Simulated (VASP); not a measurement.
A run of VASP 6.6.1 is set up as follows.

Contents of INCAR:

```
SYSTEM = As
PREC = Accurate ; ENCUT = 500
EDIFF = 1E-6 ; ISMEAR = 1
SIGMA = 0.01 ; LREAL = .False.
LASPH = .True. ; NELM = 120
ALGO = Normal ; ISIF = 2
LWAVE = .False. ; LCHARG = .True.
LELF = .True. ; LVHAR = .True.
NBANDS = 12 ; GGA_COMPAT = .False.
```

KPOINTS

```
regular mesh
0
Gamma
  10 10 10
  0 0 0
```

POSCAR

```
As
1.0
    1.8799878575      1.0854114956      3.3276505507
   -1.8799878575      1.0854114956      3.3276505507
    0.0000000000     -2.1708229912      3.3276505507
As
2
Direct
    0.7695128170      0.7695128170      0.7695128170
    0.2304871830      0.2304871830      0.2304871830
```

Potentials or basis: VASP PAW LDA potentials, release 64 (As).

Command:

```sh
$ cat potpaw_LDA.64/As/POTCAR > POTCAR
$ mpirun -np 1 vasp_std > vasp.out
```

Question: Predict the largest force.

Answer: 0.061 eV/Å.

Question: What does it give for the band gap on the k mesh?

Answer: Zero (band 5 reaches 5.96 eV, above the bottom of band 6 at 5.74 eV).

Question: Estimate the pressure.

Answer: 0.5 GPa.

Stress tensor (GPa, compression positive):
```
0.53 0.00 0.00
0.00 0.53 0.00
0.00 0.00 0.29
```
